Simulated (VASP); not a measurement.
## InGaAs2: relaxation of cell and atoms with PBEsol

Crystal: InGaAs2.

```
In Ga As
1.0
     4.17048    0.00000    0.00000
     0.00000    4.17048    0.00000
     0.00000    0.00000    5.94156
In Ga As
1 1 2
Direct
  0.00000 0.00000 0.50000
  0.50000 0.50000 0.00000
  0.50000 0.00000 0.76971
  0.00000 0.50000 0.23029
```

```json
{
 "Program": "VASP 6.6.1",
 "Task": "relaxation of cell and atoms",
 "Functional": "PBEsol",
 "Potentials or basis": "VASP PAW PBE potentials, release 64 (In_d, Ga_d, As)",
 "Cutoff": "600 eV",
 "k mesh": "10 × 10 × 8",
 "Occupations": "gaussian, width 0.1 eV",
 "Spin": "no spin polarisation",
 "Target pressure": "-2 GPa",
 "Dipole correction": "no",
 "Further INCAR settings": "ALGO = Normal; EDIFF = 1e-07; IBRION = 2; EDIFFG = -0.008; NSW = 70; ISIF = 3"
}
```

```json
{
  "Relaxed volume": "26.32 Å³/atom",
  "Relaxed cell": "a = 4.197 Å, b = 4.197 Å, c = 5.977 Å, α = 90.00°, β = 90.00°, γ = 90.00°",
  "Space group after relaxing (to 0.05 Å)": "P-4m2 (No. 115)",
  "Energy change on relaxing (the enthalpy is what falls)": "+4.6 meV/atom",
  "Ionic steps": "6",
  "Pressure after relaxing": "-2.0 GPa",
  "Band gap on the k mesh": "zero (filled and empty bands touch)"
}
```

The path:
```csv
step,energy change (eV),largest force (eV/Å),pressure (GPa),volume (Å³)
1,0.0000,0.0168,-1.03,103.34
2,0.0243,0.0273,-2.24,105.71
3,0.0178,0.0252,-1.99,105.22
4,0.0183,0.0254,-2.02,105.26
5,0.0183,0.0130,-2.02,105.26
6,0.0183,0.0001,-2.02,105.27
```

Final structure:
```
In Ga As
1.0
     4.19673    0.00000    0.00000
     0.00000    4.19673    0.00000
     0.00000    0.00000    5.97675
In Ga As
1 1 2
Direct
  0.00000 0.00000 0.50000
  0.50000 0.50000 0.00000
  0.50000 0.00000 0.76919
  0.00000 0.50000 0.23081
```

Levels at points of the mesh, in eV from the Fermi level:
```csv
k point,band 14,band 15,band 16,band 17,band 18,band 19,band 20,band 21,band 22
"(0.00, 0.00, 0.00)",-2.48,-2.48,-0.43,-0.21,-0.05,-0.05,1.47,1.73,3.69
"(0.50, 0.00, 0.00)",-5.00,-3.15,-2.90,-1.44,-0.86,1.90,2.90,4.69,4.77
"(0.50, 0.50, 0.00)",-5.77,-2.59,-2.44,-2.44,-2.28,1.38,1.38,1.52,1.86
"(0.00, 0.00, 0.50)",-3.98,-1.86,-1.86,-1.23,-1.23,1.77,1.91,2.65,3.07
"(0.50, 0.00, 0.50)",-5.90,-1.40,-1.11,-1.09,-0.78,0.42,0.89,4.16,4.49
"(0.50, 0.50, 0.50)",-5.53,-3.20,-3.10,-3.01,-3.01,4.00,4.07,4.27,4.27
```

Run time: 10 min on 1 thread of Intel(R) Xeon(R) Platinum 8488C (Sapphire Rapids), with other jobs on the host, peak memory 0.49 GiB.

Caveat: the cell is relaxed towards a set pressure, so the enthalpy falls and the energy may rise; the PAW data sets were made with another functional, which shifts forces and pressure a little; spin-orbit coupling is left out, which moves the levels of the heavy elements.
